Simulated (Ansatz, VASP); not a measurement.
# One calculation of Si, two programs

```xyz
8
Lattice="5.4309 0.0000 0.0000 0.0000 -5.4309 0.0000 0.0000 0.0000 -5.4309" Properties=species:S:1:pos:R:3 pbc="T T T"
Si    2.7155    0.0000    0.2250
Si    0.0000   -2.7155    0.0000
Si    0.0000    0.0000   -2.7155
Si    2.7155   -2.7155   -2.7155
Si    4.0732   -4.0732   -4.0732
Si    1.3577   -1.3577   -4.0732
Si    1.3577   -4.0732   -1.3577
Si    4.0732   -1.3577   -1.3577
```

Alike in both runs: task single point; functional r2SCAN; k mesh 6 × 6 × 6; occupations gaussian, width 0.05 eV; no spin polarisation.

|  | VASP | Ansatz |
| --- | --- | --- |
| version | VASP 6.6.1 | Ansatz 0.2.0 |
| potentials or method | VASP PAW PBE potentials, release 64 (Si), cutoff 520 eV | scalar-relativistic, plane waves, PAW |
| valence electrons in the cell | 32 | 32 |

VASP gave:

```
gap on the k mesh at the Fermi level (eV)                     : 0.38
least direct gap on the mesh (eV)                             : 0.38
pressure (GPa)                                                : 1.0
traceless stress, the component that is largest in VASP (GPa) : 2.27
rms of the force components (eV/Å)                            : 0.790
```

Problem. What did Ansatz give for the same quantities?

Solution. gap on the k mesh at the Fermi level (eV): 0.37; least direct gap on the mesh (eV): 0.37; pressure (GPa): 1.2; traceless stress, the component that is largest in VASP (GPa): 2.30; rms of the force components (eV/Å): 0.792.

VASP's potentials were made for PBE, not for r2SCAN. Atom by atom the forces differ by 0.003 eV/Å (rms over components).
